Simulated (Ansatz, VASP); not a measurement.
# GaAs in VASP and in Ansatz

```
As Ga
1.0
     0.00000    2.76914    2.76914
     2.76914    0.00000    2.76914
     2.76914    2.76914    0.00000
As Ga
1 1
Direct
  0.75000 0.75000 0.75000
  0.00000 0.00000 0.00000
```

Alike in both runs: task single point; functional r2SCAN50; k mesh 4 × 4 × 4; occupations fermi-dirac, width 0.05 eV; no spin polarisation.

|  | VASP | Ansatz |
| --- | --- | --- |
| version | VASP 6.6.1 | Ansatz 0.2.0 |
| potentials or method | VASP PAW PBE potentials, release 64 (As, Ga_d) | Ansatz PAW |
| plane-wave cutoff (eV) | 520 | 500 |
| valence electrons in the cell | 18 | 28 |

|  | VASP | Ansatz | Ansatz less VASP |
| --- | --- | --- | --- |
| gap on the k mesh at the Fermi level (eV) | 4.16 | 4.03 | -0.125 |
| least direct gap on the mesh (eV) | 4.54 | 4.45 | -0.093 |
| pressure (GPa) | 3.5 | 4.3 | +0.80 |

VASP's potentials were made for PBE, not for r2SCAN50. VASP's potentials hold 18 valence electrons a cell and Ansatz's 28, so a difference there can come from the potentials and not from the codes.

The k mesh is coarse, so the values compare programs but aren't converged.
